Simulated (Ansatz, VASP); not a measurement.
## Two plane-wave programs on PbS

```
Pb S
1.0
     2.10051    1.21273    3.43019
    -2.10051    1.21273    3.43019
     0.00000   -2.42546    3.43019
Pb S
1 1
Direct
  0.97814 0.97814 0.97814
  0.47746 0.47746 0.47746
```

Alike in both runs: task single point; functional r2SCAN; dispersion D4; k mesh 6 × 6 × 6; no spin polarisation.

```csv
,VASP,Ansatz
version,VASP 6.6.1,Ansatz 0.2.0
potentials or method,"VASP PAW PBE potentials, release 64 (Pb_d, S)",plane waves
plane-wave cutoff (eV),520,500
occupations,"gaussian, width 0.01 eV",fixed
valence electrons in the cell,20,20
```

```tsv
	VASP	Ansatz	Ansatz less VASP
gap on the k mesh at the Fermi level (eV)	0.64	0.63	-0.010
pressure (GPa)	0.3	0.3	+0.02
```

VASP's potentials were made for PBE, not for r2SCAN.

Neither program's run includes spin-orbit coupling.
